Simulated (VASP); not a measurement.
Y:

```
CELL_PARAMETERS angstrom
0.00000 3.54541 3.54541
3.54541 0.00000 3.54541
3.54541 3.54541 0.00000
ATOMIC_POSITIONS crystal
Y 0.12500 0.12500 0.12500
Y 0.87500 0.87500 0.87500
```

This isn't the form of Y at room conditions, which is hcp.

```yaml
Program: VASP 6.6.1
Task: relaxation of cell and atoms
Functional: PBEsol
Potentials_or_basis: VASP PAW PBE potentials, release 64 (Y_sv)
Cutoff: 600 eV
k_mesh: 8 × 8 × 8
Occupations: fermi-dirac, width 0.1 eV
Spin: no spin polarisation
```

At the start: pressure -1.1 GPa; volume 44.57 Å³/atom.

Problem. Where does the relaxation end?

Solution. Over 4 steps the energy falls by 17.5 meV/atom and the volume is 39.79 Å³/atom (-10.7 %); space group Fd-3m (No. 227, to 0.1 Å) before and after.

Step by step:
| step | energy change (eV) | largest force (eV/Å) | pressure (GPa) | volume (Å³) |
| --- | --- | --- | --- | --- |
| 1 | 0.0000 | 0.0000 | -1.06 | 89.13 |
| 2 | -0.0212 | 0.0000 | -0.72 | 85.38 |
| 3 | -0.0341 | 0.0000 | -0.20 | 81.05 |
| 4 | -0.0351 | 0.0000 | 0.01 | 79.58 |

Final structure:
```
Y
1.0
     0.00000    3.41392    3.41392
     3.41392    0.00000    3.41392
     3.41392    3.41392    0.00000
Y
2
Direct
  0.12500 0.12500 0.12500
  0.87500 0.87500 0.87500
```

Caveat: the PAW data sets were made with another functional, which shifts forces and pressure a little.
